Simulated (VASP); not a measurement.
Input of a VASP 6.6.1 run:

The input INCAR:

```
  PREC = Accurate
  ENCUT = 520
  EDIFF = 1E-7
  ISMEAR = 1
  SIGMA = 0.1
  LREAL = False
  LASPH = True
  NELM = 80
  ALGO = Normal
  ISIF = 2
  LWAVE = False
  LCHARG = False
  GGA = CA
  NBANDS = 22
```

Contents of KPOINTS:

```
regular mesh
0
Gamma
  9 9 9
```

POSCAR

```
Bi
1.0
    2.2451514826      1.2962388128      3.8388382945
   -2.2451514826      1.2962388128      3.8388382945
    0.0000000000     -2.5924776257      3.8388382945
Bi
2
Direct
    0.2371145469      0.2371145469      0.2371145469
    0.7628854531      0.7628854531      0.7628854531
```

Potentials or basis: VASP PAW LDA potentials, release 64 (Bi_d).

Command:

```bash
$ cat potpaw_LDA.64/Bi_d/POTCAR > POTCAR
$ mpirun -np 1 vasp_std > vasp.out
```

Q: Predict the band gap on the k mesh.

A: Zero (band 15 reaches 6.64 eV, above the bottom of band 16 at 6.61 eV).

Q: What does it give for the largest force?

A: 0.007 eV/Å.

Q: Predict the pressure.

A: 0.1 GPa.

Forces in eV/Å, atoms in the order of the input:
```
Bi   0.000  0.000  0.007
Bi   0.000  0.000 -0.007
```

Caveat: spin-orbit coupling is left out, which moves the levels of the heavy elements.
